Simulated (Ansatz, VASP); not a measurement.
## Sn in VASP and in Ansatz

File INCAR:

```
SYSTEM = Sn
PREC     = Accurate       ! precision mode
ENCUT    = 500            ! plane-wave cutoff, eV
EDIFF    = 1E-6           ! SCF threshold, eV
ISMEAR   = 0              ! smearing method
SIGMA    = 0.1            ! smearing width, eV
LREAL    = .FALSE.        ! projectors in reciprocal space
LASPH    = .TRUE.         ! aspherical terms in the spheres
NELM     = 120            ! most SCF steps
ALGO     = Normal         ! electronic algorithm
ISIF     = 2              ! what is computed and relaxed
LWAVE    = .FALSE.        ! write WAVECAR
LCHARG   = .TRUE.         ! write CHGCAR
GGA      = CA             ! functional
LELF     = .TRUE.         ! ELF
LVHAR    = .TRUE.       
NBANDS   = 21             ! bands
GGA_COMPAT= .FALSE.
```

Contents of KPOINTS:

```
regular mesh
0
G
  6 6 6
  0 0 0
```

POSCAR

```
Sn
1.0
    0.0000000000      3.2456000000      3.2456000000
    3.2456000000      0.0000000000      3.2456000000
    3.2456000000      3.2456000000      0.0000000000
Sn
2
Direct
    0.5000000000      0.5000000000      0.5000000000
    0.7500000000      0.7500000000      0.7500000000
```

Input for Ansatz:

```yaml
crystal:
  lattice:
    - [0.0, 3.2456, 3.2456]
    - [3.2456, 0.0, 3.2456]
    - [3.2456, 3.2456, 0.0]
  atoms:
    - { symbol: Sn, position: [0.5, 0.5, 0.5] }
    - { symbol: Sn, position: [0.75, 0.75, 0.75] }
basis:
  ecutwfc: 420
kpoints:
  mp_grid: { grid: [6, 6, 6] }
hamiltonian:
  xc: lda
scf:
  occupations: { method: gaussian, width: 0.1 }
output:
  forces: true
  stress: true
  eigenvalues: true
```

Alike in both runs: task single point; functional LDA; k mesh 6 × 6 × 6; occupations gaussian, width 0.1 eV; no spin polarisation.

|  | VASP | Ansatz |
| --- | --- | --- |
| version | VASP 6.6.1 | Ansatz 0.2.0 |
| potentials or method | VASP PAW LDA potentials, release 64 (Sn_d), cutoff 500 eV | scalar-relativistic, plane waves, PAW |
| valence electrons in the cell | 28 | 28 |

```tsv
	VASP	Ansatz	Ansatz less VASP
gap on the k mesh at the Fermi level (eV)	none	none	-
pressure (GPa)	-0.3	-0.3	-0.01
```

LDA's correlation is that of Perdew and Zunger in VASP and of Perdew and Wang (1992) in Ansatz. A gap of «none» marks a metal or a gap that the smearing closes.
